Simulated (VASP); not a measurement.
# RuF3 in VASP: further runs

Runs on RuF3. Level: PBE. Tasks: single point.

Everything below comes from runs of VASP 6.6.1. Logs are shortened: lines on timing, memory, paths and dates and some standing lists are left out, and cuts for length are marked.

## 1. The cell of the first run

The cell holds an amorphous packing of atoms, 8 atoms: a = 5.341 Å, b = 4.314 Å, c = 4.474 Å, α = 89.34°, β = 89.15°, γ = 91.20°.

## 2. Single point, PBE

File INCAR:

```
PREC = Accurate ; ENCUT = 520
EDIFF = 1E-7 ; ISMEAR = -1
SIGMA = 0.1 ; LREAL = False
LASPH = True ; NELM = 80
ALGO = Normal ; ISIF = 2
LWAVE = False ; LCHARG = True
GGA = PE ; LELF = True
LVHAR = True ; NBANDS = 45
```

File KPOINTS:

```
Automatic mesh
0
Gamma
  3 4 3
```

File POSCAR:

```
RuF3
1.0
    5.3405630000     -0.0590440000      0.0267420000
   -0.0406400000      4.2846380000     -0.4985620000
    0.0506770000      0.5683580000      4.4377390000
Ru F
2 6
Direct
    0.5652833438      0.4536754589      0.0750450932
    0.0406029529      0.1697103945      0.2937703974
    0.4327718435      0.9159033483      0.3255523636
    0.1369403557      0.6883474687      0.9632938827
    0.4556859435      0.9443248138      0.8821333373
    0.8121093569      0.0106165616      0.7578639901
    0.4871248835      0.2822975256      0.5558822016
    0.6267548705      0.6465606229      0.6061793807
```

Potentials or basis: VASP PAW PBE potentials, release 64 (Ru_pv, F).

Run with:

```sh
cat potpaw_PBE.64/Ru_pv/POTCAR potpaw_PBE.64/F/POTCAR > POTCAR
mpirun -np 1 vasp_std > vasp.out
```

OUTCAR:

```text
PREC = Accurate
   ENCUT = 520
   EDIFF = 1E-7
   ISMEAR = -1
   LREAL = False
   LASPH = True
   NELM = 80
   ISIF = 2
   GGA = PE

 ion  position               nearest neighbor table
   1  0.565  0.454  0.075-   8 2.26   7 2.30   5 2.36   3 2.41   5 2.43   7 2.48   8 2.55   4 2.57
                             2 3.01   2 3.17
   2  0.041  0.170  0.294-   3 2.39   6 2.48   4 2.62   1 3.01   1 3.17
   3  0.433  0.916  0.326-   2 2.39   1 2.41
   4  0.137  0.688  0.963-   1 2.57   2 2.62
   5  0.456  0.944  0.882-   1 2.36   1 2.43
   6  0.812  0.011  0.758-   2 2.48
   7  0.487  0.282  0.556-   8 1.74   1 2.30   1 2.48
   8  0.627  0.647  0.606-   7 1.74   1 2.26   1 2.55

  LATTYP: Found a triclinic cell.
 ALAT       =     4.3137383403
 B/A-ratio  =     1.4489758986
 C/A-ratio  =     1.2381270966
 COS(alpha) =     0.0038220969
 COS(beta)  =     0.0209794241
 COS(gamma) =     0.6983264287

  Lattice vectors:

 A1 = (   0.0406400000,  -4.2846380000,   0.4985620000)
 A2 = (  -0.0100370000,  -4.8529960000,  -3.9391770000)
 A3 = (   5.3405630000,  -0.0590440000,   0.0267420000)

Analysis of symmetry for initial positions (statically):
=====================================================================
 Subroutine PRICEL returns:
 Original cell was already a primitive cell.

 Routine SETGRP: Setting up the symmetry group for a
 triclinic supercell.

 Subroutine GETGRP returns: Found  1 space group operations
 (whereof  1 operations were pure point group operations)
 out of a pool of  2 trial point group operations.

The static configuration has the point symmetry C_1 .

Analysis of symmetry for dynamics (positions and initial velocities):
=====================================================================
 Subroutine PRICEL returns:
 Original cell was already a primitive cell.

 Routine SETGRP: Setting up the symmetry group for a
 triclinic supercell.

 Subroutine GETGRP returns: Found  1 space group operations
 (whereof  1 operations were pure point group operations)
 out of a pool of  2 trial point group operations.

The dynamic configuration has the point symmetry C_1 .

 Subroutine INISYM returns: Found  1 space group operations
 (whereof  1 operations are pure point group operations),
 and found     1 'primitive' translations

----------------------------------------------------------------------------------------

                                     Primitive cell

  volume of cell :     103.0438

  direct lattice vectors                    reciprocal lattice vectors
     5.340563000 -0.059044000  0.026742000     0.187274489  0.001505031 -0.002331346
    -0.040640000  4.284638000 -0.498562000     0.002690322  0.229986467 -0.029485958
     0.050677000  0.568358000  4.437739000    -0.000826277  0.025828979  0.222041397

  length of vectors
     5.340956327  4.313738340  4.474273841     0.187295047  0.231884529  0.223540155

  position of ions in fractional coordinates (direct lattice)
     0.565283344  0.453675459  0.075045093
     0.040602953  0.169710395  0.293770397
     0.432771843  0.915903348  0.325552364
     0.136940356  0.688347469  0.963293883
     0.455685944  0.944324814  0.882133337
     0.812109357  0.010616562  0.757863990
     0.487124884  0.282297526  0.555882202
     0.626754871  0.646560623  0.606179381

  ion indices of the primitive-cell ions
   primitive index   ion index
                 1           1
                 2           2
                 3           3
                 4           4
                 5           5
                 6           6
                 7           7
                 8           8

----------------------------------------------------------------------------------------

 KPOINTS: Automatic mesh

Automatic generation of k-mesh.
 Grid dimensions read from file:
 generate k-points for:    3    4    3

 Generating k-lattice:

  Cartesian coordinates                     Fractional coordinates (reciprocal lattice)
     0.062424830  0.000501677 -0.000777115     0.333333333 -0.000000000  0.000000000
     0.000672581  0.057496617 -0.007371490     0.000000000  0.250000000  0.000000000
    -0.000275426  0.008609660  0.074013799     0.000000000 -0.000000000  0.333333333

  Length of vectors
     0.062431682  0.057971132  0.074513385

  Shift w.r.t. Gamma in fractional coordinates (k-lattice)
     0.000000000  0.000000000  0.000000000

 Subroutine IBZKPT returns following result:
 ===========================================

 Found     19 irreducible k-points:

 Following reciprocal coordinates:
            Coordinates               Weight
  0.000000  0.000000  0.000000      1.000000
  0.333333  0.000000  0.000000      2.000000
 -0.000000  0.250000  0.000000      2.000000
  0.333333  0.250000  0.000000      2.000000
 -0.333333  0.250000 -0.000000      2.000000
 -0.000000  0.500000  0.000000      1.000000
[... 11 lines left out ...]
  0.333333 -0.250000  0.333333      2.000000
 -0.333333 -0.250000  0.333333      2.000000
   k-points           NKPTS =     19   k-points in BZ     NKDIM =     19   number of bands    NBANDS=     45
   number of dos      NEDOS =    301   number of ions     NIONS =      8
   total plane-waves  NPLWV =  46080
   dimension x,y,z NGX =    40 NGY =   32 NGZ =   36
   dimension x,y,z NGXF=    80 NGYF=   64 NGZF=   72
   ions per type =               2   6
   NGX,Y,Z   is equivalent  to a cutoff of  12.45, 12.33, 13.38 a.u.
   NGXF,Y,Z  is equivalent  to a cutoff of  24.90, 24.66, 26.75 a.u.
 SYSTEM =  unknown system
   PREC   = accura    normal or accurate (medium, high low for compatibility)
   ISTART =      0    job   : 0-new  1-cont  2-samecut
   ICHARG =      2    charge: 1-file 2-atom 10-const
   ISPIN  =      1    spin polarized calculation?
   LNONCOLLINEAR =      F non collinear calculations
   LSORBIT =      F    spin-orbit coupling
   LASPH  =      T    aspherical Exc in radial PAW
   ENCUT  =  520.0 eV  38.22 Ry    6.18 a.u.   9.93  8.02  8.32*2*pi/ulx,y,z
   NELM   =     80;   NELMIN=  2; NELMDL= -5     # of ELM steps
   EDIFF  = 0.1E-06   stopping-criterion for ELM
   LREAL  =      F    real-space projection
   EDIFFG = 0.1E-05   stopping-criterion for IOM
   NSW    =      0    number of steps for IOM
   IBRION =     -1    ionic relax: 0-MD 1-quasi-New 2-CG
   NFREE  =      0    steps in history (QN), initial steepest desc. (CG)
   ISIF   =      2    stress and relaxation
   ISYM   =      2    0-nonsym 1-usesym 2-fastsym
   POTIM  = 0.5000    time-step for ionic-motion
   TEBEG  =    0.0;   TEEND  =   0.0 temperature during run
   PSTRESS=    0.0 pullay stress
   NELECT =      70.0000    total number of electrons
   NUPDOWN=      -1.0000    fix difference up-down
   EMIN   =  10.00;   EMAX   =-10.00  energy-range for DOS
   EFERMI =   0.00;   METHOD = LEGACY
   ISMEAR =    -1;   SIGMA  =   0.10  broadening in eV -4-tet -1-fermi 0-gaus
   EFERMI_NEDOS =   21; number of points for ismear=-14 and -15
   IALGO  =     38    algorithm
   IMIX   =      4    mixing-type and parameters
     AMIX     =   0.40;   BMIX     =  1.00
     AMIX_MAG =   1.60;   BMIX_MAG =  1.00
  volume/ion in A,a.u.               =      12.88        86.92
  Fermi-wavevector in a.u.,A,eV,Ry     =   1.439131  2.719563 28.178994  2.071098
  Thomas-Fermi vector in A             =   2.558021
   LORBIT       =      0    0 simple, 1 ext, 2 COOP (PROOUT), +10 PAW based schemes
   GGA     = PE    functional components
   LHFCALC =     F    Hartree Fock is set to
   AEXX    =    0.0000 exact exchange contribution
   IVDW    =     0    specifies the selected vdW correction
   LEPSILON=     F    determine dielectric tensor
   LRPA    =     F    only Hartree local field effects (RPA)
 non-spin polarized calculation
  energy-cutoff  :      520.00
  volume of cell :      103.04
 maximum number of plane-waves:      2787
   NGX = 19   NGY = 17   NGZ = 17

 number of electron      69.9999997 magnetization

 Free energy of the ion-electron system (eV)
  ---------------------------------------------------
  ext. energy  EPLUGINS =         0.00000000
  ---------------------------------------------------
  free energy    TOTEN  =       -25.08201806 eV

  energy without entropy =      -24.53733404  energy(sigma->0) =      -24.80967605

 E-fermi :   2.2214     XC(G=0): -10.3684

 val. band max:        2.2147601103   @ k =  -0.3333   0.2500  -0.0000
 cond. band min:       2.2229640369   @ k =   0.0000   0.0000   0.0000
 fundamental gap:      0.0082039266
 Fermi energy:         2.2214374998

 k-point     1 :       0.0000    0.0000    0.0000
  band No.  band energies     occupation
      1     -40.7300      2.00000
      2     -40.5944      2.00000
      3     -40.2759      2.00000
      4     -40.1303      2.00000
      5     -40.0478      2.00000
      6     -39.9300      2.00000
[... 37 lines left out ...]
     44      12.0576      0.00000
     45      12.6082      0.00000

 k-point     2 :       0.3333    0.0000    0.0000
  band No.  band energies     occupation
      1     -40.7308      2.00000
      2     -40.5943      2.00000
      3     -40.2686      2.00000
      4     -40.1386      2.00000
      5     -40.0461      2.00000
      6     -39.9300      2.00000
[... 37 lines left out ...]
     44      12.1644      0.00000
     45      13.2134      0.00000

 k-point     3 :      -0.0000    0.2500    0.0000
  band No.  band energies     occupation
      1     -40.7309      2.00000
      2     -40.5951      2.00000
      3     -40.2755      2.00000
      4     -40.1306      2.00000
      5     -40.0477      2.00000
      6     -39.9306      2.00000
[... 37 lines left out ...]
     44      10.6252      0.00000
     45      13.1573      0.00000

 k-point     4 :       0.3333    0.2500    0.0000
  band No.  band energies     occupation
      1     -40.7318      2.00000
      2     -40.5950      2.00000
      3     -40.2686      2.00000
      4     -40.1385      2.00000
      5     -40.0461      2.00000
      6     -39.9306      2.00000
[... 661 lines left out ...]
     44      10.4131      0.00000
     45      12.1724      0.00000

 k-point    18 :       0.3333   -0.2500    0.3333
  band No.  band energies     occupation
      1     -40.7332      2.00000
      2     -40.5966      2.00000
      3     -40.2683      2.00000
      4     -40.1388      2.00000
      5     -40.0467      2.00000
      6     -39.9306      2.00000
[... 37 lines left out ...]
     44      10.4234      0.00000
     45      12.3576      0.00000

 k-point    19 :      -0.3333   -0.2500    0.3333
  band No.  band energies     occupation
      1     -40.7332      2.00000
      2     -40.5966      2.00000
      3     -40.2685      2.00000
      4     -40.1385      2.00000
      5     -40.0467      2.00000
      6     -39.9306      2.00000
[... 37 lines left out ...]
     44      10.3783      0.00000
     45      12.5583      0.00000

------------------------ aborting loop because EDIFF is reached ----------------------------------------

  FORCE on cell =-STRESS in cart. coord.  units (eV):
  Direction    XX          YY          ZZ          XY          YZ          ZX
  --------------------------------------------------------------------------------------
  -------------------------------------------------------------------------------------
  Total        0.6022856      4.3576073     -0.4860933      5.8860289      2.4240994      1.1693057
  in kB        9.3646459     67.7543192     -7.5580289     91.5190058     37.6911447     18.1809670
  external PRESSURE =      23.1869787 kB  Pullay stress =       0.0000000 kB

 VOLUME and BASIS-vectors are now :
 -----------------------------------------------------------------------------
  energy-cutoff  :      520.00
  volume of cell :      103.04
      direct lattice vectors                 reciprocal lattice vectors
     5.340563000 -0.059044000  0.026742000     0.187274489  0.001505031 -0.002331346
    -0.040640000  4.284638000 -0.498562000     0.002690322  0.229986467 -0.029485958
     0.050677000  0.568358000  4.437739000    -0.000826277  0.025828979  0.222041397

 POSITION                                       TOTAL-FORCE (eV/Angst)
 -----------------------------------------------------------------------------------
      3.00430      1.95311      0.12196        -0.627032     -0.437002      0.211939
      0.22483      0.89172      1.22015        -0.469165     -0.055097     -0.729392
      2.29052      4.08379      0.99965        -1.656615     -0.739244     -0.269356
      0.75218      3.48873      3.93533        -1.280954     -1.840389      1.701032
      2.43995      4.52055      3.45606        -0.731681      1.928795      0.670332
      4.37510      0.42828      3.37963         3.843861      1.952955     -1.257685
      2.61822      1.49672      2.33914        -1.761255     -0.168365     -1.649616
      3.35167      3.07780      2.38448         2.682840     -0.641653      1.322747
 -----------------------------------------------------------------------------------
    total drift:                               -0.000223      0.000771      0.000567

  FREE ENERGIE OF THE ION-ELECTRON SYSTEM (eV)
  ---------------------------------------------------
  free  energy   TOTEN  =       -25.0820180598 eV

  energy  without entropy=      -24.5373340422  energy(sigma->0) =      -24.80967605
```

Run time: 86 s. Hardware: 1 thread of Intel Xeon Platinum 8488C (Sapphire Rapids), shared host; peak memory 0.23 GiB.

What came out:

| Property | Result |
| --- | --- |
| Free energy | -25.0820 eV |
| Pressure | 2.3 GPa |
| Largest force | 4.491 eV/Å |
| Band gap on the k mesh | zero (band 35 reaches 2.22 eV, above the bottom of band 36 at 2.21 eV) |

Forces in eV/Å, atoms in the order of the input:
```
Ru  -0.627 -0.437  0.212
Ru  -0.469 -0.055 -0.729
F   -1.657 -0.739 -0.269
F   -1.281 -1.840  1.701
F   -0.732  1.929  0.670
F    3.844  1.953 -1.258
F   -1.761 -0.168 -1.650
F    2.683 -0.642  1.323
```

Stress tensor (GPa, compression positive):
```
 0.94  9.15  1.82
 9.15  6.78  3.77
 1.82  3.77 -0.76
```

Caveat: the k points lie up to 0.47 Å⁻¹ apart.

## 3. Single point, PBE

File INCAR:

```
SYSTEM = RuF3
PREC = Accurate ; ENCUT = 520
EDIFF = 1E-6 ; ISMEAR = -1
SIGMA = 0.1 ; LREAL = .False.
LASPH = .True. ; NELM = 100
ALGO = Normal ; ISIF = 2
LWAVE = .False. ; LCHARG = .False.
GGA = PE ; NBANDS = 45
```

File KPOINTS:

```
regular mesh
0
Gamma
  3 4 3
  0 0 0
```

File POSCAR:

```
RuF3
1.0
    5.3405630000     -0.0590440000      0.0267420000
   -0.0406400000      4.2846380000     -0.4985620000
    0.0506770000      0.5683580000      4.4377390000
Ru F
2 6
Direct
    0.5597094706      0.4544739034      0.0666205623
    0.0341277414      0.1658341990      0.2904305517
    0.4102280873      0.8975843329      0.3214058151
    0.1121010391      0.6470000858      1.0056913781
    0.4621000202      0.9665473368      0.9066482492
    0.8808123874      0.0404649979      0.7601367781
    0.4745807732      0.3184884217      0.5049204078
    0.6753774019      0.6085033189      0.6317858462
```

Potentials or basis: VASP PAW PBE potentials, release 64 (Ru_pv, F).

Run with:

```sh
cat potpaw_PBE.64/Ru_pv/POTCAR potpaw_PBE.64/F/POTCAR > POTCAR
mpirun -np 1 vasp_std > vasp.out
```

It took 78 s on 1 thread of Intel Xeon Platinum 8488C (Sapphire Rapids), shared host; peak memory 0.22 GiB.

It converged, with:

```
Free energy            : -28.9491 eV
Pressure               : -4.3 GPa
Largest force          : 4.305 eV/Å
Band gap on the k mesh : zero (band 35 reaches 2.13 eV, above the bottom of band 36 at 1.97 eV)
```

Forces on the atoms (eV/Å):
```
Ru  -0.287 -0.319 -0.358
Ru  -0.170  0.141 -0.511
F   -1.232 -1.672  2.635
F   -0.535 -1.877  1.597
F    0.782  2.072 -1.942
F    1.824  1.436 -1.530
F   -2.820 -1.230 -3.011
F    2.438  1.448  3.119
```

Stress tensor (GPa, compression positive):
```
-4.55 11.72  4.29
11.72 -1.44  5.62
 4.29  5.62 -7.05
```

Levels at points of the mesh, in eV from the Fermi level:
```csv
k point,band 33,band 34,band 35,band 36,band 37,band 38
"(0.00, 0.00, 0.00)",-0.31,-0.06,0.09,0.13,0.21,0.29
"(0.00, 0.50, 0.00)",-0.31,-0.20,-0.08,-0.05,0.13,0.37
```

Caveat: the k points lie up to 0.47 Å⁻¹ apart.

## 4. Single point, PBE

File INCAR:

```
ALGO = Normal
EDIFF = 1E-6
ENCUT = 520
GGA = PE
ISIF = 2
ISMEAR = -1
LASPH = True
LCHARG = False
LREAL = False
LWAVE = False
NBANDS = 45
NELM = 80
PREC = Accurate
SIGMA = 0.1
```

File KPOINTS:

```
k-points
0
Gamma
  3 4 3
```

File POSCAR:

```
RuF3
1.0
    5.3405630000     -0.0590440000      0.0267420000
   -0.0406400000      4.2846380000     -0.4985620000
    0.0506770000      0.5683580000      4.4377390000
Ru F
2 6
Direct
    0.5493338898      0.4542698122      0.0604076489
    0.0274522495      0.1630967904      0.2880159770
    0.3759132033      0.8697607076      0.3414355750
    0.0866998307      0.5982263883      1.0529236662
    0.4709015983      1.0090059394      0.9175039741
    0.9548483978      0.0794602730      0.7440109292
    0.4535692524      0.3359254744      0.4348095567
    0.7367728044      0.5861699392      0.6770205005
```

Run with:

```sh
cat potpaw_PBE.64/Ru_pv/POTCAR potpaw_PBE.64/F/POTCAR > POTCAR
mpirun -np 1 vasp_std > vasp.out
```

It took 77 s on 1 thread of Intel Xeon Platinum 8488C (Sapphire Rapids), shared host; peak memory 0.23 GiB.

It converged, with:

| Item | Value |
| --- | --- |
| Free energy | -33.3439 eV |
| Pressure | -5.7 GPa |
| Largest force | 3.112 eV/Å |
| Band gap on the k mesh | zero (band 35 reaches 2.04 eV, above the bottom of band 36 at 2.00 eV) |

Forces on the atoms (eV/Å):
```
Ru   1.400 -0.099 -2.778
Ru   0.242  0.435 -0.399
F   -1.177 -1.319  1.684
F   -0.358 -1.725  1.523
F    1.163  2.234 -1.180
F    0.887  0.389 -1.255
F   -1.446  0.204  0.259
F   -0.712 -0.120  2.146
```

Stress tensor (GPa, compression positive):
```
-4.27  9.73  2.80
 9.73 -4.12  1.45
 2.80  1.45 -8.59
```

Levels at points of the mesh, in eV from the Fermi level:
| k point | band 31 | band 32 | band 33 | band 34 | band 35 | band 36 | band 37 | band 38 | band 39 | band 40 |
| --- | --- | --- | --- | --- | --- | --- | --- | --- | --- | --- |
| (0.00, 0.00, 0.00) | -0.92 | -0.63 | -0.29 | -0.10 | -0.04 | 0.18 | 0.21 | 0.32 | 0.60 | 1.64 |
| (0.00, 0.50, 0.00) | -1.01 | -0.71 | -0.38 | -0.32 | -0.21 | 0.01 | 0.16 | 0.19 | 0.80 | 2.05 |

Caveat: the k points lie up to 0.47 Å⁻¹ apart.
